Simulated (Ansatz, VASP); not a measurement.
## Cu in VASP and in Ansatz

File INCAR:

```
SYSTEM = Cu
PREC = Accurate ; ENCUT = 820
EDIFF = 1E-7 ; ISMEAR = 0
SIGMA = 0.1 ; LREAL = .False.
LASPH = .True. ; NELM = 120
ALGO = Normal ; ISIF = 3
LWAVE = .False. ; LCHARG = .False.
GGA = PE ; IVDW = 12
IBRION = 2 ; NSW = 100
EDIFFG = -0.05 ; GGA_COMPAT = .False.
NELMIN = 4
```

Contents of KPOINTS:

```
Automatic mesh
0
Gamma
  10 10 10
  0 0 0
```

POSCAR

```
Cu
1.0
    0.0000000000      1.8250000000      1.8250000000
    1.8250000000      0.0000000000      1.8250000000
    1.8250000000      1.8250000000      0.0000000000
Cu
1
Direct
    0.0000000000      0.0000000000      0.0000000000
```

Input for Ansatz:

```yaml
crystal:
  lattice:
    - [0.0, 1.825, 1.825]
    - [1.825, 0.0, 1.825]
    - [1.825, 1.825, 0.0]
  atoms:
    - { symbol: Cu, position: [0.0, 0.0, 0.0] }
basis:
  ecutwfc: 420
kpoints:
  mp_grid: { grid: [10, 10, 10] }
hamiltonian:
  xc: pbe
  dispersion: d3bj
  pseudopotentials: { kind: paw, azcp: { folder: soft_1 } }
scf:
  occupations: { method: gaussian, width: 0.1 }
output:
  forces: true
  stress: true
  eigenvalues: true
relax:
  adjacent_minimum: "off"
  f_tol: 0.05
  max_steps: 80
  cell: { stress_tol: 0.5 }
```

Alike in both runs: task relaxation of cell and atoms; functional PBE; dispersion D3(BJ); k mesh 10 × 10 × 10; occupations gaussian, width 0.1 eV; no spin polarisation.

|  | VASP | Ansatz |
| --- | --- | --- |
| version | VASP 6.6.1 | Ansatz 0.2.0 |
| potentials or method | VASP PAW PBE potentials, release 64 (Cu_sv_GW), cutoff 820 eV | scalar-relativistic, plane waves, PAW |
| valence electrons in the cell | 19 | 19 |

VASP gave:

| Item | Value |
| --- | --- |
| gap on the k mesh at the Fermi level, each at its own relaxed structure (eV) | none |
| relaxed volume (Å³/atom) | 11.26 |
| relaxed length of the cell vector where the two differ most in proportion (Å) | 2.516 |

Question: What did Ansatz give for the same quantities?

Answer: gap on the k mesh at the Fermi level, each at its own relaxed structure (eV): none; relaxed volume (Å³/atom): 11.31; relaxed length of the cell vector where the two differ most in proportion (Å): 2.519.

A gap of «none» marks a metal or a gap that the smearing closes.
